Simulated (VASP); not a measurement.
A run of VASP 6.6.1 is set up as follows.

INCAR

```
ALGO = Normal
EDIFF = 1E-6
ENCUT = 520
GGA = PE
ISIF = 2
ISMEAR = -1
LASPH = T
LCHARG = F
LREAL = F
LWAVE = F
NBANDS = 15
NELM = 60
PREC = Accurate
SIGMA = 0.1
```

The input KPOINTS:

```
k-points
0
Gamma
  11 11 6
```

The input POSCAR:

```
Os
1.0
    2.6639637190      0.0000000000      0.0000000000
   -1.3319818595      2.3070602004      0.0000000000
    0.0000000000      0.0000000000      4.2088892421
Os
2
Direct
    0.3333333333      0.6666666667      0.2500000000
    0.6666666667      0.3333333333      0.7500000000
```

Potentials or basis: VASP PAW PBE potentials, release 64 (Os).

Command:

```console
$ cat potpaw_PBE.64/Os/POTCAR > POTCAR
$ mpirun -np 1 vasp_std > vasp.out
```

Task: Predict the pressure.

Result: 51.1 GPa.

Task: Estimate the band gap on the k mesh.

Result: Zero (band 8 reaches 13.11 eV, above the bottom of band 9 at 8.70 eV).

Stress tensor (GPa, compression positive):
```
50.00  0.00  0.00
 0.00 50.00  0.00
 0.00  0.00 53.39
```

Caveat: spin-orbit coupling is left out, which moves the levels of the heavy elements.
